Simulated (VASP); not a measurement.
## Al3Pd: single point with PBE

Crystal: Al3Pd.

```
CELL_PARAMETERS angstrom
-2.01815 2.42771 4.09454
2.01815 -2.42771 4.09454
2.01815 2.42771 -4.09454
ATOMIC_POSITIONS crystal
Al 0.00000 0.00000 0.00000
Al 0.68207 0.68207 0.00000
Al 0.31793 0.31793 0.00000
Pd 0.50000 0.00000 0.50000
```

The cell was built from a structure type or drawn by symmetry, and may not be a known phase.

| Property | Result |
| --- | --- |
| Program | VASP 6.6.1 |
| Task | single point |
| Functional | PBE |
| Potentials or basis | VASP PAW PBE potentials, release 64 (Al, Pd) |
| Cutoff | 520 eV |
| k mesh | 6 × 6 × 6 |
| Occupations | gaussian, width 0.1 eV |
| Spin | collinear spin |
| Starting moments | [0.0, 0.0, 0.0, 1.0] μB |
| Dipole correction | no |
| Further INCAR settings | ALGO = Normal; EDIFF = 1e-06; NBANDS = 22 |

| Property | Result |
| --- | --- |
| Pressure | -0.2 GPa |
| Largest force | 0.024 eV/Å |
| Net moment | 0.00 μB per cell |
| Valence electrons inside the program's atomic spheres | Al 0.80, 0.75 (each value once); Pd 9.81 |

Forces on the atoms (eV/Å):
```
Al   0.000  0.000  0.000
Al   0.000  0.000  0.024
Al   0.000  0.000 -0.024
Pd   0.000  0.000  0.000
```

Stress tensor (GPa, compression positive):
```
-0.12  0.00  0.00
 0.00 -0.10  0.00
 0.00  0.00 -0.37
```

Levels at points of the mesh, in eV from the Fermi level:
Spin up:
```
           k point  band 7  band 8  band 9  band 10  band 11  band 12
(0.00, 0.00, 0.00)   -1.56   -0.64   -0.56     0.65     1.04     1.61
(0.50, 0.00, 0.00)   -3.57   -2.46   -1.01     1.34     2.41     2.88
(0.00, 0.50, 0.00)   -3.50   -2.33   -0.32     0.10     0.44     1.13
(0.50, 0.50, 0.00)   -3.81   -3.43   -2.00    -1.51    -0.30     2.66
(0.50, 0.50, 0.50)   -3.45   -2.64   -1.30    -0.47     2.71     3.69
```
Spin down:
```csv
k point,band 6,band 7,band 8,band 9,band 10,band 11,band 12,band 13
"(0.00, 0.00, 0.00)",-3.82,-1.56,-0.64,-0.56,0.65,1.04,1.60,1.76
"(0.50, 0.00, 0.00)",-3.91,-3.57,-2.46,-1.01,1.34,2.41,2.88,3.79
"(0.00, 0.50, 0.00)",-3.74,-3.50,-2.33,-0.32,0.10,0.44,1.13,1.96
"(0.50, 0.50, 0.00)",-3.89,-3.81,-3.43,-2.00,-1.51,-0.30,2.66,3.81
"(0.50, 0.50, 0.50)",-3.66,-3.45,-2.64,-1.30,-0.47,2.71,3.69,5.24
```

Run time: 83 s on 1 thread of Intel(R) Xeon(R) Platinum 8488C (Sapphire Rapids) (shared host), peak memory 0.34 GiB.
